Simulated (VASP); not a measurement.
A run of VASP 6.6.1 is set up as follows.

Contents of INCAR:

```
SYSTEM = Cd
  PREC = Accurate
  ENCUT = 630
  EDIFF = 1E-6
  ISMEAR = 0
  SIGMA = 0.1
  LREAL = .FALSE.
  LASPH = .TRUE.
  NELM = 120
  ALGO = Normal
  ISIF = 2
  LWAVE = .FALSE.
  LCHARG = .FALSE.
  GGA = PE
  NBANDS = 27
  GGA_COMPAT = .FALSE.
```

KPOINTS

```
Automatic mesh
0
G
  18 18 8
  0 0 0
```

File POSCAR:

```
Cd
1.0
    2.8700245067      0.0000000000      0.0000000000
   -1.4350122533      2.4855141322      0.0000000000
    0.0000000000      0.0000000000      5.4966458190
Cd
2
Direct
    0.3333333333      0.6666666667      0.2500000000
    0.6666666667      0.3333333333      0.7500000000
```

Potentials or basis: VASP PAW PBE potentials, release 64 (Cd_sv_GW).

Launch:

```bash
$ cat potpaw_PBE.64/Cd_sv_GW/POTCAR > POTCAR
$ mpirun -np 1 vasp_std > vasp.out
```

(1) Estimate the band gap on the k mesh.

(2) Predict the pressure.

Answers

(1) zero (bands 20 and 21 overlap by 4.85 eV).

(2) 10.8 GPa.

Caveat: the cell differs from its parent crystal (strained); the cell stands under pressure.
